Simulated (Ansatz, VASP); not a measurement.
# Rh: VASP beside Ansatz

```
Rh
1.0
     0.00000    1.92702    1.92702
     1.92702    0.00000    1.92702
     1.92702    1.92702    0.00000
Rh
1
Direct
  0.00000 0.00000 0.00000
```

Alike in both runs: task single point; functional RPBE; k mesh 14 × 14 × 14; occupations fermi-dirac, width 0.05 eV; non-collinear spin, spin-orbit coupling.

|  | VASP | Ansatz |
| --- | --- | --- |
| version | VASP 6.6.1 | Ansatz 0.2.0 |
| potentials or method | VASP PAW PBE potentials, release 64 (Rh_pv), cutoff 520 eV | plane waves (420 eV) with PAW, fully relativistic with spin-orbit coupling |
| valence electrons in the cell | 15 | 17 |

|  | VASP | Ansatz | Ansatz less VASP |
| --- | --- | --- | --- |
| net moment per atom (μB) | 0.00 | 0.00 | 0.000 |

VASP's potentials were made for PBE, not for RPBE. VASP's potentials hold 15 valence electrons a cell and Ansatz's 17, so a difference there can come from the potentials and not from the codes. Ansatz's warnings: seeded moment not kept.
